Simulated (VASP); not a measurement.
Here is a VASP 6.6.1 calculation.

The input POSCAR:

```
NiO
1.0
    0.0000000000      2.0942985154      2.0942985154
    2.0942985154      0.0000000000      2.0942985154
    2.0942985154      2.0942985154      0.0000000000
Ni O
1 1
Direct
    0.0000000000      0.0000000000      0.0000000000
    0.5000000000      0.5000000000      0.5000000000
```

INCAR.step1

```
SYSTEM = NiO
ALGO = Normal ; EDIFF = 1E-5
ENCUT = 660 ; GGA = PE
GGA_COMPAT = .FALSE. ; ISMEAR = 0
ISPIN = 2 ; LASPH = .TRUE.
LCHARG = .FALSE. ; LMAXMIX = 4
LREAL = .FALSE. ; LWAVE = .TRUE.
MAGMOM = 1.84 0.31 ; NBANDS = 23
NELM = 200 ; PREC = Accurate
SIGMA = 0.02
```

File INCAR.step2:

```
SYSTEM = NiO
ALGO = Normal ; EDIFF = 1E-6
ENCUT = 660 ; GGA_COMPAT = .FALSE.
ISIF = 2 ; ISMEAR = 0
ISPIN = 2 ; ISTART = 1
LASPH = .TRUE. ; LCHARG = .FALSE.
LMAXMIX = 4 ; LMIXTAU = .TRUE.
LORBIT = 11 ; LREAL = .FALSE.
LWAVE = .FALSE. ; MAGMOM = 1.84 0.31
METAGGA = R2SCAN ; NBANDS = 23
NELM = 200 ; PREC = Accurate
SIGMA = 0.02
```

File KPOINTS:

```
k-points
0
G
  12 12 12
  0 0 0
```

Potentials or basis: VASP PAW PBE potentials, release 64 (Ni_sv_GW, O).

Launch:

```console
$ cat potpaw_PBE.64/Ni_sv_GW/POTCAR potpaw_PBE.64/O/POTCAR > POTCAR
$ cp INCAR.step1 INCAR
$ mpirun -np 1 vasp_std > vasp.out
$ cp INCAR.step2 INCAR
$ mpirun -np 1 vasp_std > vasp.out
```

**Question.** What does it give for the band gap on the k mesh?

**Answer.** 0.85 eV (least direct gap 1.86 eV).

**Question.** Predict the net moment.

**Answer.** 2.00 μB per cell.

Caveat: a cell with one magnetic atom can't hold antiferromagnetic order, which such compounds often take. A k mesh can miss the band edges.
